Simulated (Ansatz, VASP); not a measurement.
## One calculation of Ir, two programs

```
CELL_PARAMETERS angstrom
-1.53641 1.53641 1.53641
1.53641 -1.53641 1.53641
1.53641 1.53641 -1.53641
ATOMIC_POSITIONS crystal
Ir 0.00000 0.00000 0.00000
```

Alike in both runs: task relaxation of cell and atoms; functional PBE; k mesh 19 × 19 × 19; occupations fermi-dirac, width 0.05 eV; no spin polarisation.

```csv
,VASP,Ansatz
version,VASP 6.6.1,Ansatz 0.2.0
potentials or method,"VASP PAW PBE potentials, release 64 (Ir)","PAW with Ansatz's default frozen-core files, scalar-relativistic"
plane-wave cutoff (eV),600,420
valence electrons in the cell,9,17
```

```csv
,VASP,Ansatz,Ansatz less VASP
relaxed volume (Å³/atom),15.07,15.04,-0.027
relaxed cell length with the largest relative difference (Å),2.695,2.694,-0.0016
```

VASP's potentials hold 9 valence electrons a cell and Ansatz's 17, so a difference there can come from the potentials and not from the codes.

Neither program's run includes spin-orbit coupling.
